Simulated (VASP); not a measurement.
BN, 96 atoms in the cell. The structure is hexagonal, space group P6_3mc (No. 186). The conventional cell has a = 2.541 Å, b = 2.541 Å, c = 4.203 Å, α = 90.00°, β = 90.00°, γ = 120.00°. Within 2.1 Å of B (site symmetry 3m) lie 4 N at 1.56 to 1.57 Å. N (site symmetry 3m) has 4 B at 1.56 to 1.57 Å within 2.1 Å. 

* Program: VASP 6.6.1
* Task: single point
* Functional: PBEsol
* Potentials or basis: VASP PAW PBE potentials, release 64 (B, N)
* Cutoff: 520 eV
* k mesh: 1 × 1 × 1, shifted
* Occupations: fermi-dirac, width 0.05 eV
* Spin: no spin polarisation
* Dipole correction: no
* Further INCAR settings: LREAL = Auto; ALGO = Normal; EDIFF = 1e-06; NBANDS = 246; ISYM = 0

Potentials or basis: VASP PAW PBE potentials, release 64 (B, N).

The run is started by

```console
$ cat potpaw_PBE.64/B/POTCAR potpaw_PBE.64/N/POTCAR > POTCAR
$ mpirun -np 1 vasp_std > vasp.out
```

Hardware: 1 thread of Intel(R) Xeon(R) Platinum 8259CL CPU @ 2.50GHz (Skylake/Cascade Lake), with other jobs on the host.

Problem. How long does it take, and how much memory?

Solution. Wall time 19 min on 1 thread of Intel(R) Xeon(R) Platinum 8259CL CPU @ 2.50GHz (Skylake/Cascade Lake) (shared host), peak memory 0.77 GiB. Counts: scf iterations 14, k points 4.
